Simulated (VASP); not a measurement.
Write the native input for VASP 6.6.1 that does the following.

- Task: single point
- Functional: revPBE
- Dispersion: D3(BJ)
- Potentials or basis: VASP PAW PBE potentials, release 64 (Ag)
- Cutoff: 520 eV
- k mesh: 13 × 13 × 13
- Occupations: fermi-dirac, width 0.1 eV
- Spin: no spin polarisation
- Dipole correction: no
- Further INCAR settings: ALGO = Normal; EDIFF = 1e-07; NBANDS = 12

The structure of Ag lies in POSCAR:

```
Ag
1.0
    0.0000000000      2.0212099812      2.0212099812
    2.0212099812      0.0000000000      2.0212099812
    2.0212099812      2.0212099812      0.0000000000
Ag
1
Direct
    0.0000000000      0.0000000000      0.0000000000
```

The input as run:

INCAR

```
SYSTEM = Ag
ALGO = Normal
EDIFF = 1E-7
ENCUT = 520
GGA = RE
ISIF = 2
ISMEAR = -1
IVDW = 12
LASPH = .TRUE.
LCHARG = .FALSE.
LREAL = .FALSE.
LWAVE = .FALSE.
NBANDS = 12
NELM = 100
PREC = Accurate
SIGMA = 0.1
```

KPOINTS

```
k-points
0
G
  13 13 13
  0 0 0
```

Potentials or basis: VASP PAW PBE potentials, release 64 (Ag).

Launch:

```sh
$ cat potpaw_PBE.64/Ag/POTCAR > POTCAR
$ mpirun -np 1 vasp_std > vasp.out
```

Results of the run:

```yaml
Pressure: -0.2 GPa
Dispersion_energy_per_atom: -1.164 eV
```

Caveat: the PAW data sets were made with another functional, which shifts forces and pressure a little; pairwise dispersion overbinds metals, which lowers pressure and volume.

Wall time 13 s on 1 thread of Intel Xeon 8259CL, on a shared host, peak memory 0.16 GiB.
